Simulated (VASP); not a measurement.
Runs of VASP 6.6.1 on Si. The structure is that of space group P-4m2 (No. 115), or close to it. The cells are those of the table. 

```tsv
task	cell	k mesh	cutoff (eV)	smearing	gap on the mesh (eV)	pressure (GPa)	largest force (eV/Å)
single point	a = 5.249, b = 5.249, c = 4.940 Å, 5 atoms	4 × 4 × 4	520	gaussian 0.1 eV	0.96	0.0	-
single point	a = 4.973, b = 4.973, c = 4.618 Å, 5 atoms	4 × 4 × 4	520	gaussian 0.1 eV	0.96	(a)	3.26
single point	a = 5.256, b = 5.256, c = 4.944 Å, 5 atoms	6 × 6 × 6	520	gaussian 0.02 eV	0.99	-0.1	-
relaxation of cell and atoms	relaxed from a = 4.973, b = 4.973, c = 4.618 Å, 5 atoms	4 × 4 × 4	600	gaussian 0.1 eV	0.96	0.0	0.01
```

Alike in all rows: level PBE; potentials or basis VASP PAW PBE potentials, release 64 (Si); no spin polarisation.

Question: Fill in the values left out.

Answer: (a) 18.2.

Caveats: forces of over 1 eV/Å act on the atoms, so gaps and moduli don't describe the material at rest (some runs).

A k mesh can miss the band edges.
